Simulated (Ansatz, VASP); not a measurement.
## One calculation of SnO, two programs

Contents of INCAR:

```
PREC     = Accurate       # precision mode
ENCUT    = 520            # plane-wave cutoff, eV
EDIFF    = 1E-7           # SCF threshold, eV
ISMEAR   = 0              # smearing method
SIGMA    = 0.15           # smearing width, eV
LREAL    = F              # projectors in reciprocal space
LASPH    = T              # aspherical terms in the spheres
NELM     = 80             # most SCF steps
ALGO     = Normal         # electronic algorithm
ISIF     = 2              # what is computed and relaxed
LWAVE    = F              # write WAVECAR
LCHARG   = F              # write CHGCAR
GGA      = PS             # functional
IVDW     = 12             # dispersion correction
NBANDS   = 28             # bands
```

Contents of KPOINTS:

```
Automatic mesh
0
Gamma
  14 14 12
```

POSCAR

```
SnO
1.0
    3.9091545137      0.0000000000      0.0000000000
    0.0000000000      3.9091545137      0.0000000000
    0.0000000000      0.0000000000      4.5745127643
Sn O
2 2
Direct
    0.0000000000      0.5000000000      0.2385000000
    0.5000000000      0.0000000000      0.7615000000
    0.0000000000      0.0000000000      0.0000000000
    0.5000000000      0.5000000000      0.0000000000
```

Input for Ansatz:

```yaml
crystal:
  lattice:
    - [3.9091545137, 0.0, 0.0]
    - [0.0, 3.9091545137, 0.0]
    - [0.0, 0.0, 4.5745127643]
  atoms:
    - { symbol: Sn, position: [0.0, 0.5, 0.2385] }
    - { symbol: Sn, position: [0.5, 0.0, 0.7615] }
    - { symbol: O, position: [0.0, 0.0, 0.0] }
    - { symbol: O, position: [0.5, 0.5, 0.0] }
basis:
  ecutwfc: 420
kpoints:
  mp_grid: { grid: [14, 14, 12] }
hamiltonian:
  xc: pbesol
  dispersion: d3bj
scf:
  occupations: { method: gaussian, width: 0.15 }
output:
  forces: true
  stress: true
  eigenvalues: true
```

Alike in both runs: task single point; functional PBEsol; dispersion D3(BJ); k mesh 14 × 14 × 12; occupations gaussian, width 0.15 eV; no spin polarisation.

|  | VASP | Ansatz |
| --- | --- | --- |
| version | VASP 6.6.1 | Ansatz 0.2.0 |
| potentials or method | VASP PAW PBE potentials, release 64 (Sn_d, O), cutoff 520 eV | scalar-relativistic, plane waves, PAW |
| valence electrons in the cell | 40 | 40 |

|  | VASP | Ansatz | Ansatz less VASP |
| --- | --- | --- | --- |
| gap on the k mesh at the Fermi level (eV) | 0.35 | 0.35 | -0.003 |
| least direct gap on the mesh (eV) | 1.75 | 1.76 | +0.013 |
| pressure (GPa) | -3.2 | -3.5 | -0.23 |
| traceless stress, the component that is largest in VASP (GPa) | 3.37 | 3.40 | +0.025 |
| rms of the force components (eV/Å) | 0.171 | 0.138 | -0.0329 |

VASP's potentials were made for PBE, not for PBEsol. Atom by atom the forces differ by 0.033 eV/Å (rms over components).
